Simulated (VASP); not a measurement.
# BeTe (F-43m) in VASP: a series of runs, part 2 of 2

VASP 6.6.1. The steps go on from the part before.

## (3) Single point, PBEsol

INCAR reads:

```
PREC = Accurate
ENCUT = 520
EDIFF = 1E-6
ISMEAR = -1
SIGMA = 0.05
LREAL = False
LASPH = True
NELM = 100
ALGO = Normal
ISIF = 2
LWAVE = False
LCHARG = True
GGA = PS
LELF = True
LVHAR = True
NBANDS = 11
```

KPOINTS reads:

```
regular mesh
0
Gamma
  11 11 11
```

POSCAR reads:

```
BeTe
1.0
    0.0000000000      2.7700000000      2.7700000000
    2.7700000000      0.0000000000      2.7700000000
    2.7700000000      2.7700000000      0.0000000000
Be Te
1 1
Direct
    0.0000000000      0.0000000000      0.0000000000
    0.7500000000      0.7500000000      0.7500000000
```

Potentials or basis: VASP PAW PBE potentials, release 64 (Be, Te).

On the command line:

```console
cat potpaw_PBE.64/Be/POTCAR potpaw_PBE.64/Te/POTCAR > POTCAR
mpirun -np 1 vasp_std > vasp.out
```

OUTCAR:

```text
PREC = Accurate
   ENCUT = 520
   EDIFF = 1E-6
   ISMEAR = -1
   LREAL = False
   LASPH = True
   NELM = 100
   ISIF = 2
   GGA = PS

 ion  position               nearest neighbor table
   1  0.000  0.000  0.000-   2 2.40   2 2.40   2 2.40   2 2.40
   2  0.750  0.750  0.750-   1 2.40   1 2.40   1 2.40   1 2.40

  LATTYP: Found a face centered cubic cell.
 ALAT       =     5.5400000000

  Lattice vectors:

 A1 = (   0.0000000000,   2.7700000000,   2.7700000000)
 A2 = (   2.7700000000,   0.0000000000,   2.7700000000)
 A3 = (   2.7700000000,   2.7700000000,   0.0000000000)

Analysis of symmetry for initial positions (statically):
=====================================================================
 Subroutine PRICEL returns:
 Original cell was already a primitive cell.

 Routine SETGRP: Setting up the symmetry group for a
 face centered cubic supercell.

 Subroutine GETGRP returns: Found 24 space group operations
 (whereof 24 operations were pure point group operations)
 out of a pool of 48 trial point group operations.

The static configuration has the point symmetry T_d .

Analysis of symmetry for dynamics (positions and initial velocities):
=====================================================================
 Subroutine PRICEL returns:
 Original cell was already a primitive cell.

 Routine SETGRP: Setting up the symmetry group for a
 face centered cubic supercell.

 Subroutine GETGRP returns: Found 24 space group operations
 (whereof 24 operations were pure point group operations)
 out of a pool of 48 trial point group operations.

The dynamic configuration has the point symmetry T_d .

 Subroutine INISYM returns: Found 24 space group operations
 (whereof 24 operations are pure point group operations),
 and found     1 'primitive' translations

----------------------------------------------------------------------------------------

                                     Primitive cell

  volume of cell :      42.5079

  direct lattice vectors                    reciprocal lattice vectors
     0.000000000  2.770000000  2.770000000    -0.180505415  0.180505415  0.180505415
     2.770000000  0.000000000  2.770000000     0.180505415 -0.180505415  0.180505415
     2.770000000  2.770000000  0.000000000     0.180505415  0.180505415 -0.180505415

  length of vectors
     3.917371568  3.917371568  3.917371568     0.312644550  0.312644550  0.312644550

  position of ions in fractional coordinates (direct lattice)
     0.000000000  0.000000000  0.000000000
     0.750000000  0.750000000  0.750000000

  ion indices of the primitive-cell ions
   primitive index   ion index
                 1           1
                 2           2

----------------------------------------------------------------------------------------

 KPOINTS: regular mesh

Automatic generation of k-mesh.
 Grid dimensions read from file:
 generate k-points for:   11   11   11

 Generating k-lattice:

  Cartesian coordinates                     Fractional coordinates (reciprocal lattice)
    -0.016409583  0.016409583  0.016409583     0.090909091  0.000000000  0.000000000
     0.016409583 -0.016409583  0.016409583     0.000000000  0.090909091  0.000000000
     0.016409583  0.016409583 -0.016409583     0.000000000  0.000000000  0.090909091

  Length of vectors
     0.028422232  0.028422232  0.028422232

  Shift w.r.t. Gamma in fractional coordinates (k-lattice)
     0.000000000  0.000000000  0.000000000

 Subroutine IBZKPT returns following result:
 ===========================================

 Found     56 irreducible k-points:

 Following reciprocal coordinates:
            Coordinates               Weight
  0.000000  0.000000  0.000000      1.000000
  0.090909  0.000000  0.000000      8.000000
  0.181818  0.000000  0.000000      8.000000
  0.272727  0.000000  0.000000      8.000000
  0.363636  0.000000  0.000000      8.000000
  0.454545  0.000000  0.000000      8.000000
[... 16 lines left out ...]
 -0.272727  0.181818  0.000000     24.000000
 -0.181818  0.181818  0.000000     12.000000
 [... further k-points ...]
   k-points           NKPTS =     56   k-points in BZ     NKDIM =     56   number of bands    NBANDS=     11
   number of dos      NEDOS =    301   number of ions     NIONS =      2
   total plane-waves  NPLWV =  27000
   dimension x,y,z NGX =    30 NGY =   30 NGZ =   30
   dimension x,y,z NGXF=    60 NGYF=   60 NGZF=   60
   ions per type =               1   1
   NGX,Y,Z   is equivalent  to a cutoff of  12.73, 12.73, 12.73 a.u.
   NGXF,Y,Z  is equivalent  to a cutoff of  25.46, 25.46, 25.46 a.u.
 SYSTEM =  unknown system
   PREC   = accura    normal or accurate (medium, high low for compatibility)
   ISTART =      0    job   : 0-new  1-cont  2-samecut
   ICHARG =      2    charge: 1-file 2-atom 10-const
   ISPIN  =      1    spin polarized calculation?
   LNONCOLLINEAR =      F non collinear calculations
   LSORBIT =      F    spin-orbit coupling
   LASPH  =      T    aspherical Exc in radial PAW
   ENCUT  =  520.0 eV  38.22 Ry    6.18 a.u.   7.28  7.28  7.28*2*pi/ulx,y,z
   NELM   =    100;   NELMIN=  2; NELMDL= -5     # of ELM steps
   EDIFF  = 0.1E-05   stopping-criterion for ELM
   LREAL  =      F    real-space projection
   EDIFFG = 0.1E-04   stopping-criterion for IOM
   NSW    =      0    number of steps for IOM
   IBRION =     -1    ionic relax: 0-MD 1-quasi-New 2-CG
   NFREE  =      0    steps in history (QN), initial steepest desc. (CG)
   ISIF   =      2    stress and relaxation
   ISYM   =      2    0-nonsym 1-usesym 2-fastsym
   POTIM  = 0.5000    time-step for ionic-motion
   TEBEG  =    0.0;   TEEND  =   0.0 temperature during run
   PSTRESS=    0.0 pullay stress
   NELECT =       8.0000    total number of electrons
   NUPDOWN=      -1.0000    fix difference up-down
   EMIN   =  10.00;   EMAX   =-10.00  energy-range for DOS
   EFERMI =   0.00;   METHOD = LEGACY
   ISMEAR =    -1;   SIGMA  =   0.05  broadening in eV -4-tet -1-fermi 0-gaus
   EFERMI_NEDOS =   21; number of points for ismear=-14 and -15
   IALGO  =     38    algorithm
   IMIX   =      4    mixing-type and parameters
     AMIX     =   0.40;   BMIX     =  1.00
     AMIX_MAG =   1.60;   BMIX_MAG =  1.00
  volume/ion in A,a.u.               =      21.25       143.43
  Fermi-wavevector in a.u.,A,eV,Ry     =   0.938170  1.772885 11.975354  0.880164
  Thomas-Fermi vector in A             =   2.065355
   LORBIT       =      0    0 simple, 1 ext, 2 COOP (PROOUT), +10 PAW based schemes
   GGA     = PS    functional components
   LHFCALC =     F    Hartree Fock is set to
   AEXX    =    0.0000 exact exchange contribution
   IVDW    =     0    specifies the selected vdW correction
   LEPSILON=     F    determine dielectric tensor
   LRPA    =     F    only Hartree local field effects (RPA)
 non-spin polarized calculation
  energy-cutoff  :      520.00
  volume of cell :       42.51
 maximum number of plane-waves:      1167
 NGX is ok and might be reduce to    30
   NGX = 15   NGY = 15   NGZ = 15

 number of electron       8.0000000 magnetization

 Free energy of the ion-electron system (eV)
  ---------------------------------------------------
  ext. energy  EPLUGINS =         0.00000000
  ---------------------------------------------------
  free energy    TOTEN  =        -8.20374459 eV

  energy without entropy =       -8.20374459  energy(sigma->0) =       -8.20374459

 E-fermi :   6.4493     XC(G=0):  -9.3987

 val. band max:        5.5690842821   @ k =   0.0000   0.0000   0.0000
 cond. band min:       7.3272235340   @ k =   0.4545   0.4545   0.0000
 fundamental gap:      1.7581392519
 Fermi energy:         6.4493379828

 k-point     1 :       0.0000    0.0000    0.0000
  band No.  band energies     occupation
      1      -7.1010      2.00000
      2       5.5691      2.00000
      3       5.5691      2.00000
      4       5.5691      2.00000
      5       9.1235      0.00000
      6       9.1235      0.00000
      7       9.1235      0.00000
      8       9.6646      0.00000
      9      13.8346      0.00000
     10      15.9168      0.00000
     11      15.9168      0.00000
[... 309 lines left out ...]
 k-point    24 :      -0.1818    0.1818    0.0000
  band No.  band energies     occupation
      1      -6.2730      2.00000
      2       1.9468      2.00000
      3       3.2118      2.00000
      4       4.8930      2.00000
      5       9.6770      0.00000
      6      10.1628      0.00000
      7      10.7543      0.00000
      8      11.9093      0.00000
      9      13.5635      0.00000
     10      15.7450      0.00000
     11      16.5559      0.00000

 [... further k-points ...]

------------------------ aborting loop because EDIFF is reached ----------------------------------------

  FORCE on cell =-STRESS in cart. coord.  units (eV):
  Direction    XX          YY          ZZ          XY          YZ          ZX
  --------------------------------------------------------------------------------------
  -------------------------------------------------------------------------------------
  Total        0.6747224      0.6747224      0.6747224      0.0000000      0.0000000     -0.0000000
  in kB       25.4311723     25.4311723     25.4311723      0.0000000      0.0000000     -0.0000000
  external PRESSURE =      25.4311723 kB  Pullay stress =       0.0000000 kB

 VOLUME and BASIS-vectors are now :
 -----------------------------------------------------------------------------
  energy-cutoff  :      520.00
  volume of cell :       42.51
      direct lattice vectors                 reciprocal lattice vectors
     0.000000000  2.770000000  2.770000000    -0.180505415  0.180505415  0.180505415
     2.770000000  0.000000000  2.770000000     0.180505415 -0.180505415  0.180505415
     2.770000000  2.770000000  0.000000000     0.180505415  0.180505415 -0.180505415

 POSITION                                       TOTAL-FORCE (eV/Angst)
 -----------------------------------------------------------------------------------
      0.00000      0.00000      0.00000         0.000000      0.000000      0.000000
      4.15500      4.15500      4.15500        -0.000000     -0.000000     -0.000000
 -----------------------------------------------------------------------------------
    total drift:                               -0.000000     -0.000000     -0.000000

  FREE ENERGIE OF THE ION-ELECTRON SYSTEM (eV)
  ---------------------------------------------------
  free  energy   TOTEN  =        -8.2037445933 eV

  energy  without entropy=       -8.2037445929  energy(sigma->0) =       -8.20374459
```

OSZICAR:

```text
N       E                     dE             d eps       ncg     rms          rms(c)
DAV:   1     0.182335514702E+02    0.18234E+02   -0.33659E+03  1232   0.592E+02
DAV:   2    -0.725800550373E+01   -0.25492E+02   -0.24591E+02  1601   0.914E+01
DAV:   3    -0.836501085680E+01   -0.11070E+01   -0.11050E+01  1658   0.202E+01
DAV:   4    -0.837605393256E+01   -0.11043E-01   -0.11042E-01  1415   0.228E+00
DAV:   5    -0.837626866414E+01   -0.21473E-03   -0.21473E-03  1586   0.318E-01    0.428E+00
DAV:   6    -0.824741753137E+01    0.12885E+00   -0.12971E-01  1409   0.143E+00    0.255E+00
DAV:   7    -0.820371248632E+01    0.43705E-01   -0.11773E-01  1476   0.146E+00    0.471E-01
DAV:   8    -0.820361520313E+01    0.97283E-04   -0.58938E-03  1402   0.441E-01    0.993E-02
DAV:   9    -0.820372785928E+01   -0.11266E-03   -0.20546E-04  1530   0.890E-02    0.323E-02
DAV:  10    -0.820374447144E+01   -0.16612E-04   -0.36002E-05  1383   0.290E-02    0.143E-02
DAV:  11    -0.820374459327E+01   -0.12183E-06   -0.10858E-06  1465   0.647E-03
   1 F= -.82037446E+01 E0= -.82037446E+01  d E =-.360284E-09
```

stdout:

```text
POSCAR found type information on POSCAR BeTe
 POSCAR found :  2 types and       2 ions
 scaLAPACK will be used
 -----------------------------------------------------------------------------
|                                                                             |
|                                                                             |
|     You enforced a specific xc type in the INCAR file but a different       |
|     I HOPE YOU KNOW WHAT YOU ARE DOING!                                     |
|                                                                             |
 -----------------------------------------------------------------------------

 LDA part: xc-table for (Slater+PW92), standard interpolation
 POSCAR, INCAR and KPOINTS ok, starting setup
 FFT: planning ... GRIDC
 FFT: planning ... GRID_SOFT
 FFT: planning ... GRID
 WAVECAR not read
 entering main loop
```

It took 12 s on 1 thread of AMD EPYC 9R45 (Zen 5), shared host; peak memory 0.15 GiB.

What came out:

| Property | Result |
| --- | --- |
| Free energy | -8.2037 eV |
| Pressure | 2.5 GPa |
| Band gap on the k mesh | 1.76 eV, indirect (least direct gap 3.55 eV) |

Levels at points of the mesh, in eV from the valence-band top:
```tsv
k point	band 1	band 2	band 3	band 4	band 5	band 6	band 7	band 8
(0.00, 0.00, 0.00)	-12.67	0.00	0.00	0.00	3.55	3.55	3.55	4.10
```

Caveat: the PAW data sets were made with another functional, which shifts forces and pressure a little; spin-orbit coupling is left out, which moves the levels of the heavy elements. A k mesh can miss the band edges.

## (4) Single point, PBE

INCAR reads:

```
SYSTEM = BeTe
PREC = Accurate ; ENCUT = 520
EDIFF = 1E-7 ; ISMEAR = -1
SIGMA = 0.05 ; LREAL = .FALSE.
LASPH = .TRUE. ; NELM = 100
ALGO = Normal ; ISIF = 2
LWAVE = .FALSE. ; LCHARG = .FALSE.
GGA = PE ; NBANDS = 11
```

KPOINTS reads:

```
Automatic mesh
0
G
  11 11 11
  0 0 0
```

POSCAR is that of step 3.

Potentials or basis: VASP PAW PBE potentials, release 64 (Be, Te).

On the command line:

```console
cat potpaw_PBE.64/Be/POTCAR potpaw_PBE.64/Te/POTCAR > POTCAR
mpirun -np 1 vasp_std > vasp.out
```

OUTCAR:

```text
SYSTEM = BeTe
   PREC = Accurate
   ENCUT = 520
   EDIFF = 1E-7
   ISMEAR = -1
   LREAL = .FALSE.
   LASPH = .TRUE.
   NELM = 100
   ISIF = 2
   GGA = PE

 ion  position               nearest neighbor table
   1  0.000  0.000  0.000-   2 2.40   2 2.40   2 2.40   2 2.40
   2  0.750  0.750  0.750-   1 2.40   1 2.40   1 2.40   1 2.40

  LATTYP: Found a face centered cubic cell.
 ALAT       =     5.5400000000

  Lattice vectors:

[... 522 lines left out ...]

------------------------ aborting loop because EDIFF is reached ----------------------------------------

  FORCE on cell =-STRESS in cart. coord.  units (eV):
  Direction    XX          YY          ZZ          XY          YZ          ZX
  --------------------------------------------------------------------------------------
  -------------------------------------------------------------------------------------
  Total        1.1808446      1.1808446      1.1808446      0.0000000     -0.0000000     -0.0000000
  in kB       44.5075864     44.5075864     44.5075864      0.0000000     -0.0000000     -0.0000000
  external PRESSURE =      44.5075864 kB  Pullay stress =       0.0000000 kB

 VOLUME and BASIS-vectors are now :
 -----------------------------------------------------------------------------
  energy-cutoff  :      520.00
  volume of cell :       42.51
      direct lattice vectors                 reciprocal lattice vectors
     0.000000000  2.770000000  2.770000000    -0.180505415  0.180505415  0.180505415
     2.770000000  0.000000000  2.770000000     0.180505415 -0.180505415  0.180505415
     2.770000000  2.770000000  0.000000000     0.180505415  0.180505415 -0.180505415

 POSITION                                       TOTAL-FORCE (eV/Angst)
 -----------------------------------------------------------------------------------
      0.00000      0.00000      0.00000         0.000000      0.000000      0.000000
      4.15500      4.15500      4.15500        -0.000000     -0.000000     -0.000000
 -----------------------------------------------------------------------------------
    total drift:                               -0.000000     -0.000000     -0.000000

  FREE ENERGIE OF THE ION-ELECTRON SYSTEM (eV)
  ---------------------------------------------------
  free  energy   TOTEN  =        -7.5854909445 eV

  energy  without entropy=       -7.5854909444  energy(sigma->0) =       -7.58549094
```

stdout:

```text
POSCAR found type information on POSCAR BeTe
 POSCAR found :  2 types and       2 ions
 scaLAPACK will be used
 LDA part: xc-table for (Slater+PW92), standard interpolation
 POSCAR, INCAR and KPOINTS ok, starting setup
 FFT: planning ... GRIDC
 FFT: planning ... GRID_SOFT
 FFT: planning ... GRID
 WAVECAR not read
 entering main loop
```

It took 15 s on 1 thread of AMD EPYC 9R45 (Zen 5), shared host; peak memory 0.15 GiB.

Results:

- Free energy: -7.5855 eV
- Pressure: 4.5 GPa
- Band gap on the k mesh: 1.87 eV, indirect (least direct gap 3.56 eV)

Caveat: spin-orbit coupling is left out, which moves the levels of the heavy elements. A k mesh can miss the band edges.

## (5) Summary

| level | potentials or basis | gap on the mesh (eV) | pressure (GPa) |
| --- | --- | --- | --- |
| LDA | VASP PAW LDA potentials, release 64 (Be, Te) | 1.78 | 0.8 |
| PBEsol | VASP PAW PBE potentials, release 64 (Be, Te) | 1.76 | 2.5 |
| PBE | VASP PAW PBE potentials, release 64 (Be, Te) | 1.87 | 4.5 |

Alike in all rows: task single point; no spin polarisation; cell as given; k mesh 11 × 11 × 11; cutoff (eV) 520; smearing fermi-dirac 0.05 eV.

Caveats: spin-orbit coupling is left out, which moves the levels of the heavy elements; the PAW data sets were made with another functional, which shifts forces and pressure a little (some runs).

Absolute energies hang on the potentials; compare differences alone.
